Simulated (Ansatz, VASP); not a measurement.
## Two plane-wave programs on Hg

```
Hg
1.0
     0.00000    2.39191    2.39191
     2.39191    0.00000    2.39191
     2.39191    2.39191    0.00000
Hg
1
Direct
  0.00000 0.00000 0.00000
```

Alike in both runs: task single point; functional PBEsol; k mesh 6 × 6 × 6; occupations gaussian, width 0.1 eV; no spin polarisation.

|  | VASP | Ansatz |
| --- | --- | --- |
| version | VASP 6.6.1 | Ansatz 0.2.0 |
| potentials or method | VASP PAW PBE potentials, release 64 (Hg), cutoff 500 eV | scalar-relativistic, plane waves, PAW |
| valence electrons in the cell | 12 | 20 |

Ansatz gave:

| Quantity | Value |
| --- | --- |
| gap on the k mesh at the Fermi level (eV) | none |
| pressure (GPa) | -2.3 |

What did VASP give for the same quantities?

gap on the k mesh at the Fermi level (eV): none; pressure (GPa): -2.2.

VASP's potentials were made for PBE, not for PBEsol. A gap of «none» marks a metal or a gap that the smearing closes. VASP's potentials hold 12 valence electrons a cell and Ansatz's 20, so a difference there can come from the potentials and not from the codes.

The k mesh is coarse, so the values compare programs but aren't converged. Neither program's run includes spin-orbit coupling.
